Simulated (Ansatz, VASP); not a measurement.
BP: VASP beside Ansatz

```
P B
1.0
     0.00000    2.26900    2.26900
     2.26900    0.00000    2.26900
     2.26900    2.26900    0.00000
P B
1 1
Direct
  0.75000 0.75000 0.75000
  0.00000 0.00000 0.00000
```

Alike in both runs: task relaxation of cell and atoms; functional BLYP; dispersion D3(BJ); k mesh 10 × 10 × 10; occupations fermi-dirac, width 0.05 eV; no spin polarisation.

|  | VASP | Ansatz |
| --- | --- | --- |
| version | VASP 6.6.1 | Ansatz 0.2.0 |
| potentials or method | VASP PAW PBE potentials, release 64 (P, B) | Ansatz PAW |
| plane-wave cutoff (eV) | 600 | 420 |
| valence electrons in the cell | 8 | 8 |

Ansatz gave:

- gap on the k mesh at the Fermi level, each at its own relaxed structure (eV): 1.49
- relaxed volume (Å³/atom): 11.43
- relaxed cell length with the largest relative difference (Å): 3.186

**Question.** Which values does VASP return?

**Answer.** gap on the k mesh at the Fermi level, each at its own relaxed structure (eV): 1.51; relaxed volume (Å³/atom): 11.42; relaxed cell length with the largest relative difference (Å): 3.185.

VASP's potentials were made for PBE, not for BLYP.

Noted on Ansatz's run: the plane-wave basis is chosen anew once the cell has moved, so the energies of steps on either side of that aren't comparable.
